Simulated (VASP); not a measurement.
# KCdCO3F (P-6m2) in VASP: a series of runs, part 2 of 3

VASP 6.6.1. The steps go on from the part before.

## Step 3: Single point, PBE

This run uses another cell than the first one, of 14.61 Å³/atom.

INCAR

```
SYSTEM = KCdCO3F
PREC = Accurate
ENCUT = 520
EDIFF = 1E-7
ISMEAR = 0
SIGMA = 0.1
LREAL = .FALSE.
LASPH = .TRUE.
NELM = 100
ALGO = Normal
ISIF = 2
LWAVE = .FALSE.
LCHARG = .FALSE.
GGA = PE
NBANDS = 34
```

KPOINTS

```
regular mesh
0
G
  6 6 4
  0 0 0
```

POSCAR

```
KCdCO3F
1.0
    5.1330249308      0.0000000000      0.0000000000
   -2.5665124654      4.4453299883      0.0000000000
    0.0000000000      0.0000000000      4.4817547254
K Cd C O F
1 1 1 3 1
Direct
    0.0000000000      0.0000000000      0.0000000000
    0.6666666667      0.3333333333      0.5000000000
    0.3333333333      0.6666666667      0.5000000000
    0.1878797140      0.3757594280      0.5000000000
    0.1878797140      0.8121202860      0.5000000000
    0.6242405720      0.8121202860      0.5000000000
    0.6666666667      0.3333333333      0.0000000000
```

Potentials or basis: VASP PAW PBE potentials, release 64 (K_sv, Cd, C, O, F).

Run with:

```bash
$ cat potpaw_PBE.64/K_sv/POTCAR potpaw_PBE.64/Cd/POTCAR potpaw_PBE.64/C/POTCAR potpaw_PBE.64/O/POTCAR potpaw_PBE.64/F/POTCAR > POTCAR
$ mpirun -np 1 vasp_std > vasp.out
```

OUTCAR:

```text
SYSTEM = KCdCO3F
   PREC = Accurate
   ENCUT = 520
   EDIFF = 1E-7
   ISMEAR = 0
   LREAL = .FALSE.
   LASPH = .TRUE.
   NELM = 100
   ISIF = 2
   GGA = PE

 ion  position               nearest neighbor table
   1  0.000  0.000  0.000-   4 2.79   4 2.79   5 2.79   5 2.79   6 2.79   6 2.79   2 3.72   2 3.72
                             2 3.72   2 3.72   2 3.72   2 3.72
   2  0.667  0.333  0.500-   7 2.24   7 2.24   6 2.57   4 2.57   5 2.57   5 2.57   6 2.57   4 2.57
                             1 3.72   1 3.72   1 3.72   1 3.72   1 3.72   1 3.72
   3  0.333  0.667  0.500-   5 1.29   4 1.29   6 1.29
   4  0.188  0.376  0.500-   3 1.29   2 2.57   2 2.57   1 2.79   1 2.79
   5  0.188  0.812  0.500-   3 1.29   2 2.57   2 2.57   1 2.79   1 2.79
   6  0.624  0.812  0.500-   3 1.29   2 2.57   2 2.57   1 2.79   1 2.79
   7  0.667  0.333  0.000-   2 2.24   2 2.24

  LATTYP: Found a hexagonal cell.
 ALAT       =     5.1330249308
 C/A-ratio  =     0.8731215581

  Lattice vectors:

 A1 = (   5.1330249308,   0.0000000000,   0.0000000000)
 A2 = (  -2.5665124654,   4.4453299883,   0.0000000000)
 A3 = (   0.0000000000,   0.0000000000,   4.4817547254)

[... 185 lines left out ...]
 fundamental gap:      1.7561583048
 Fermi energy:         0.4074814927

 k-point     1 :       0.0000    0.0000    0.0000
  band No.  band energies     occupation
      1     -27.8282      2.00000
      2     -21.9072      2.00000
      3     -21.7137      2.00000
      4     -18.6222      2.00000
      5     -18.6222      2.00000
      6     -11.3768      2.00000
[... 766 lines left out ...]
     33      10.8545      0.00000
     34      10.9300      0.00000

------------------------ aborting loop because EDIFF is reached ----------------------------------------

  FORCE on cell =-STRESS in cart. coord.  units (eV):
  Direction    XX          YY          ZZ          XY          YZ          ZX
  --------------------------------------------------------------------------------------
  -------------------------------------------------------------------------------------
  Total        0.6080903      0.6080903      0.3227556     -0.0000000      0.0000000      0.0000000
  in kB        9.5269354      9.5269354      5.0566030     -0.0000000      0.0000000      0.0000000
  external PRESSURE =       8.0368246 kB  Pullay stress =       0.0000000 kB

 VOLUME and BASIS-vectors are now :
 -----------------------------------------------------------------------------
  energy-cutoff  :      520.00
  volume of cell :      102.26
      direct lattice vectors                 reciprocal lattice vectors
     5.133024931  0.000000000  0.000000000     0.194816899  0.112477589  0.000000000
    -2.566512465  4.445329988  0.000000000     0.000000000  0.224955178  0.000000000
     0.000000000  0.000000000  4.481754725     0.000000000  0.000000000  0.223126891

 POSITION                                       TOTAL-FORCE (eV/Angst)
 -----------------------------------------------------------------------------------
      0.00000      0.00000      0.00000         0.000000     -0.000000     -0.000000
      2.56651      1.48178      2.24088         0.000000     -0.000000     -0.000000
     -0.00000      2.96355      2.24088         0.000000     -0.000000     -0.000000
     -0.00000      1.67037      2.24088         0.000000     -0.253192     -0.000000
     -1.11993      3.61014      2.24088        -0.219271      0.126596      0.000000
      1.11993      3.61014      2.24088         0.219271      0.126596      0.000000
      2.56651      1.48178      0.00000         0.000000     -0.000000     -0.000000
 -----------------------------------------------------------------------------------
    total drift:                               -0.000002      0.000001      0.000000

  FREE ENERGIE OF THE ION-ELECTRON SYSTEM (eV)
  ---------------------------------------------------
  free  energy   TOTEN  =       -39.8227670098 eV

  energy  without entropy=      -39.8227670098  energy(sigma->0) =      -39.82276701
```

OSZICAR:

```text
N       E                     dE             d eps       ncg     rms          rms(c)
DAV:   1     0.397575717736E+03    0.39758E+03   -0.26846E+04  1428   0.144E+03
DAV:   2    -0.175921402974E+02   -0.41517E+03   -0.39845E+03  1642   0.378E+02
DAV:   3    -0.441420852270E+02   -0.26550E+02   -0.26378E+02  1746   0.987E+01
DAV:   4    -0.448699481946E+02   -0.72786E+00   -0.72683E+00  2374   0.131E+01
DAV:   5    -0.448738452704E+02   -0.38971E-02   -0.38962E-02  1784   0.936E-01    0.144E+01
DAV:   6    -0.398831008761E+02    0.49907E+01   -0.15433E+01  1740   0.415E+01    0.803E+00
DAV:   7    -0.398714717089E+02    0.11629E-01   -0.21263E+00  1656   0.950E+00    0.525E+00
DAV:   8    -0.398396041133E+02    0.31868E-01   -0.53271E-01  1758   0.475E+00    0.108E+00
DAV:   9    -0.398211265280E+02    0.18478E-01   -0.14372E-01  1776   0.275E+00    0.477E-01
DAV:  10    -0.398220200270E+02   -0.89350E-03   -0.15558E-02  1562   0.924E-01    0.217E-01
DAV:  11    -0.398223513068E+02   -0.33128E-03   -0.15332E-03  1646   0.238E-01    0.918E-02
DAV:  12    -0.398227205932E+02   -0.36929E-03   -0.33138E-04  1592   0.135E-01    0.305E-02
DAV:  13    -0.398227655571E+02   -0.44964E-04   -0.52940E-05  1708   0.617E-02    0.676E-03
DAV:  14    -0.398227671009E+02   -0.15439E-05   -0.69617E-06  1752   0.213E-02    0.423E-03
DAV:  15    -0.398227669889E+02    0.11209E-06   -0.16501E-06  1608   0.108E-02    0.186E-03
DAV:  16    -0.398227670098E+02   -0.20960E-07   -0.11121E-07  1304   0.258E-03
   1 F= -.39822767E+02 E0= -.39822767E+02  d E =-.990175E-13
```

stdout:

```text
POSCAR found type information on POSCAR K CdC O F
 POSCAR found :  5 types and       7 ions
 scaLAPACK will be used
 LDA part: xc-table for (Slater+PW92), standard interpolation
 POSCAR, INCAR and KPOINTS ok, starting setup
 FFT: planning ... GRIDC
 FFT: planning ... GRID_SOFT
 FFT: planning ... GRID
 WAVECAR not read
 entering main loop
```

Run time: 42 s. Hardware: 1 thread of AMD EPYC 9R45 (Zen 5), shared host; peak memory 0.24 GiB.

Results:

```yaml
Free_energy: -39.8228 eV
Pressure: 0.8 GPa
Largest_force: 0.253 eV/Å
Band_gap_on_the_k_mesh: 1.76 eV
```

Forces on the atoms (eV/Å):
```
K    0.000  0.000  0.000
Cd   0.000  0.000  0.000
C    0.000  0.000  0.000
O    0.000 -0.253  0.000
O   -0.219  0.127  0.000
O    0.219  0.127  0.000
F    0.000  0.000  0.000
```

Stress tensor (GPa, compression positive):
```
0.95 0.00 0.00
0.00 0.95 0.00
0.00 0.00 0.51
```

## Step 4: Single point, PBE

This run uses another cell than the first one, of 14.63 Å³/atom.

INCAR

```
SYSTEM = KCdCO3F
PREC = Accurate
ENCUT = 520
EDIFF = 1E-7
ISMEAR = 0
SIGMA = 0.02
LREAL = .False.
LASPH = .True.
NELM = 60
ALGO = Normal
ISIF = 2
LWAVE = .False.
LCHARG = .False.
GGA = PE
NBANDS = 34
```

KPOINTS

```
regular mesh
0
Gamma
  6 6 6
  0 0 0
```

POSCAR

```
KCdCO3F
1.0
    5.1321142822      0.0000000000      0.0000000000
   -2.5660571411      4.4445413435      0.0000000000
    0.0000000000      0.0000000000      4.4893841508
K Cd C O F
1 1 1 3 1
Direct
    0.0000000000      0.0000000000      0.0000000000
    0.6666666667      0.3333333333      0.5000000000
    0.3333333333      0.6666666667      0.5000000000
    0.1878612122      0.3757224244      0.5000000000
    0.1878612122      0.8121387878      0.5000000000
    0.6242775756      0.8121387878      0.5000000000
    0.6666666667      0.3333333333      0.0000000000
```

Run with:

```bash
$ cat potpaw_PBE.64/K_sv/POTCAR potpaw_PBE.64/Cd/POTCAR potpaw_PBE.64/C/POTCAR potpaw_PBE.64/O/POTCAR potpaw_PBE.64/F/POTCAR > POTCAR
$ mpirun -np 1 vasp_std > vasp.out
```

Run time: 54 s. Hardware: 1 thread of AMD EPYC 9R45 (Zen 5), shared host; peak memory 0.26 GiB.

The run converged. Its results:

```yaml
Free_energy: -39.8233 eV
Pressure: 0.7 GPa
Largest_force: 0.259 eV/Å
Band_gap_on_the_k_mesh: 1.75 eV
```

Forces in eV/Å, atoms in the order of the input:
```
K    0.000  0.000  0.000
Cd   0.000  0.000  0.000
C    0.000  0.000  0.000
O    0.000 -0.259  0.000
O   -0.225  0.130  0.000
O    0.225  0.130  0.000
F    0.000  0.000  0.000
```

Stress tensor (GPa, compression positive):
```
0.93 0.00 0.00
0.00 0.93 0.00
0.00 0.00 0.34
```

Levels at points of the mesh, in eV from the valence-band top:
| k point | band 22 | band 23 | band 24 | band 25 | band 26 | band 27 | band 28 | band 29 |
| --- | --- | --- | --- | --- | --- | --- | --- | --- |
| (0.00, 0.00, 0.00) | -1.75 | -1.44 | -1.44 | 0.00 | 1.75 | 5.81 | 6.25 | 8.86 |
| (0.50, 0.00, 0.00) | -1.91 | -1.42 | -1.40 | -0.15 | 3.91 | 5.87 | 6.06 | 8.40 |
| (0.00, 0.00, 0.50) | -1.90 | -1.37 | -1.37 | 0.00 | 3.93 | 5.10 | 6.31 | 9.03 |
| (0.50, 0.00, 0.50) | -1.67 | -1.40 | -1.34 | -0.14 | 5.36 | 5.96 | 6.88 | 7.69 |

A k mesh can miss the band edges.

## Step 5: Relaxation of cell and atoms, PBE

INCAR

```
SYSTEM = KCdCO3F
PREC = Accurate
ENCUT = 600
EDIFF = 1E-6
ISMEAR = 0
SIGMA = 0.1
LREAL = .False.
LASPH = .True.
NELM = 80
ALGO = Normal
ISIF = 3
LWAVE = .False.
LCHARG = .False.
GGA = PE
IBRION = 2
NSW = 100
EDIFFG = -0.05
```

KPOINTS

```
regular mesh
0
Gamma
  6 6 4
  0 0 0
```

POSCAR

```
KCdCO3F
1.0
    5.1324000000      0.0000000000      0.0000000000
   -2.5662000000      4.4447887824      0.0000000000
    0.0000000000      0.0000000000      4.4324000000
K Cd C O F
1 1 1 3 1
Direct
    0.0000000000      0.0000000000      0.0000000000
    0.6666666667      0.3333333333      0.5000000000
    0.3333333333      0.6666666667      0.5000000000
    0.1925000000      0.3850000000      0.5000000000
    0.1925000000      0.8075000000      0.5000000000
    0.6150000000      0.8075000000      0.5000000000
    0.6666666667      0.3333333333      0.0000000000
```

Run with:

```bash
$ cat potpaw_PBE.64/K_sv/POTCAR potpaw_PBE.64/Cd/POTCAR potpaw_PBE.64/C/POTCAR potpaw_PBE.64/O/POTCAR potpaw_PBE.64/F/POTCAR > POTCAR
$ mpirun -np 1 vasp_std > vasp.out
```

Wall time 3.3 min (1 thread of AMD EPYC 9R45 (Zen 5), shared host); peak memory 0.27 GiB.

Results (log left out):

```yaml
Free_energy: -39.8353 eV
Relaxed_volume: 14.71 Å³/atom
Relaxed_cell: a = 5.139 Å, b = 5.139 Å, c = 4.501 Å, α = 90.00°, β = 90.00°, γ = 120.00°
Space_group_after_relaxing_to_0.1_Å: P-6m2 (No. 187)
Energy_gained_by_relaxing: 32.3 meV/atom
Ionic_steps: 7
Pressure_after_relaxing: -0.1 GPa
Largest_force_after_relaxing: 0.041 eV/Å
Band_gap_on_the_k_mesh: 1.73 eV
```

Forces in eV/Å, atoms in the order of the input:
```
K    0.000  0.000  0.000
Cd   0.000  0.000  0.000
C    0.000  0.000  0.000
O    0.000 -0.041  0.000
O   -0.036  0.021  0.000
O    0.036  0.021  0.000
F    0.000  0.000  0.000
```

The path:
```tsv
step	energy change (eV)	largest force (eV/Å)	pressure (GPa)	volume (Å³)
1	0.0000	3.4376	6.79	101.11
2	1.9221	6.4898	-14.15	110.30
3	-0.2154	0.3732	-0.82	103.02
4	-0.2193	0.0533	-0.16	102.81
5	-0.2195	0.0411	0.04	102.75
6	-0.2224	0.0410	-0.01	102.80
7	-0.2264	0.0414	-0.11	102.95
```

Final structure:
```cif
data_structure
_symmetry_space_group_name_H-M 'P 1'
_symmetry_Int_Tables_number 1
_cell_length_a 5.1393
_cell_length_b 5.1393
_cell_length_c 4.5008
_cell_angle_alpha 90.000
_cell_angle_beta 90.000
_cell_angle_gamma 120.000
_cell_volume 102.95
loop_
_atom_site_label
_atom_site_type_symbol
_atom_site_fract_x
_atom_site_fract_y
_atom_site_fract_z
_atom_site_occupancy
K1 K 0.00000 0.00000 0.00000 1
Cd1 Cd 0.66667 0.33333 0.50000 1
C1 C 0.33333 0.66667 0.50000 1
O1 O 0.18767 0.37534 0.50000 1
O2 O 0.18767 0.81233 0.50000 1
O3 O 0.62466 0.81233 0.50000 1
F1 F 0.66667 0.33333 0.00000 1
```

Levels at points of the mesh, in eV from the valence-band top:
| k point | band 22 | band 23 | band 24 | band 25 | band 26 | band 27 | band 28 | band 29 |
| --- | --- | --- | --- | --- | --- | --- | --- | --- |
| (0.00, 0.00, 0.00) | -1.74 | -1.42 | -1.42 | 0.00 | 1.73 | 5.77 | 6.25 | 8.86 |
| (0.50, 0.00, 0.00) | -1.90 | -1.41 | -1.39 | -0.15 | 3.89 | 5.84 | 6.06 | 8.39 |
| (0.00, 0.00, 0.50) | -1.89 | -1.36 | -1.36 | 0.00 | 3.90 | 5.08 | 6.29 | 9.03 |
| (0.50, 0.00, 0.50) | -1.65 | -1.40 | -1.32 | -0.15 | 5.33 | 5.92 | 6.86 | 7.67 |

Caveat: the relaxation stopped at a loose force limit of 0.05 eV/Å, so its end isn't a converged minimum. A k mesh can miss the band edges.

(Part 2 of 3 ends here.)
